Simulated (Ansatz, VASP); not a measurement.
## Ba3Si in VASP and in Ansatz

The input INCAR:

```
SYSTEM = Ba3Si
  ALGO = Normal
  EDIFF = 1E-6
  ENCUT = 520
  GGA = PE
  ISIF = 2
  ISMEAR = 0
  LASPH = .True.
  LCHARG = .False.
  LREAL = .False.
  LWAVE = .False.
  NBANDS = 25
  NELM = 100
  PREC = Accurate
  SIGMA = 0.05
```

Contents of KPOINTS:

```
k-points
0
Gamma
  6 6 6
  0 0 0
```

POSCAR

```
Ba3Si
1.0
    5.4541978750      0.0000000000      0.0000000000
    0.0000000000      5.4541978750      0.0000000000
    0.0000000000      0.0000000000      5.4541978750
Ba Si
3 1
Direct
    0.0000000000      0.5000000000      0.5000000000
    0.5000000000      0.5000000000      0.0000000000
    0.5000000000      0.0000000000      0.5000000000
    0.0000000000      0.0000000000      0.0000000000
```

Input for Ansatz:

```yaml
crystal:
  lattice:
    - [5.454197875, 0.0, 0.0]
    - [0.0, 5.454197875, 0.0]
    - [0.0, 0.0, 5.454197875]
  atoms:
    - { symbol: Ba, position: [0.0, 0.5, 0.5] }
    - { symbol: Ba, position: [0.5, 0.5, 0.0] }
    - { symbol: Ba, position: [0.5, 0.0, 0.5] }
    - { symbol: Si, position: [0.0, 0.0, 0.0] }
basis:
  ecutwfc: 420
  ecutrho_ratio: 4
kpoints:
  mp_grid: { grid: [6, 6, 6] }
hamiltonian:
  xc: pbe
scf:
  occupations: { method: gaussian, width: 0.05 }
output:
  forces: true
  stress: true
  eigenvalues: true
  write_density: true
  write_potential: true
  elf: true
  volumetric_format: npy
```

Alike in both runs: task single point; functional PBE; k mesh 6 × 6 × 6; occupations gaussian, width 0.05 eV; no spin polarisation.

```csv
,VASP,Ansatz
version,VASP 6.6.1,Ansatz 0.2.0
potentials or method,"VASP PAW PBE potentials, release 64 (Ba_sv, Si), cutoff 520 eV","scalar-relativistic, plane waves, PAW"
valence electrons in the cell,34,34
```

```csv
,VASP,Ansatz,Ansatz less VASP
gap on the k mesh at the Fermi level (eV),none,none,-
pressure (GPa),-0.3,-0.6,-0.33
```

A gap of «none» marks a metal or a gap that the smearing closes. The functional is the same, so the differences come from potentials, cutoffs and numerics.

Neither program's run includes spin-orbit coupling.
